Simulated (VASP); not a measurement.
Here is a VASP 6.6.1 calculation.

File INCAR:

```
SYSTEM = Pd
PREC = Accurate
ENCUT = 500
EDIFF = 1E-6
ISMEAR = -1
SIGMA = 0.15
LREAL = .False.
LASPH = .True.
NELM = 120
ALGO = Normal
ISIF = 2
LWAVE = .False.
LCHARG = .False.
GGA = PE
NBANDS = 11
GGA_COMPAT = .False.
```

The input KPOINTS:

```
regular mesh
0
Gamma
  9 9 9
  0 0 0
```

File POSCAR:

```
Pd
1.0
    0.0000000000      1.9602502879      1.9602502879
    1.9602502879      0.0000000000      1.9602502879
    1.9602502879      1.9602502879      0.0000000000
Pd
1
Direct
    0.0000000000      0.0000000000      0.0000000000
```

Potentials or basis: VASP PAW PBE potentials, release 64 (Pd).

Command:

```bash
$ cat potpaw_PBE.64/Pd/POTCAR > POTCAR
$ mpirun -np 1 vasp_std > vasp.out
```

(1) Estimate the band gap on the k mesh.

(2) Estimate the pressure.

## Answers

(1) zero (band 5 reaches 9.60 eV, above the bottom of band 6 at 8.17 eV).

(2) 3.3 GPa.
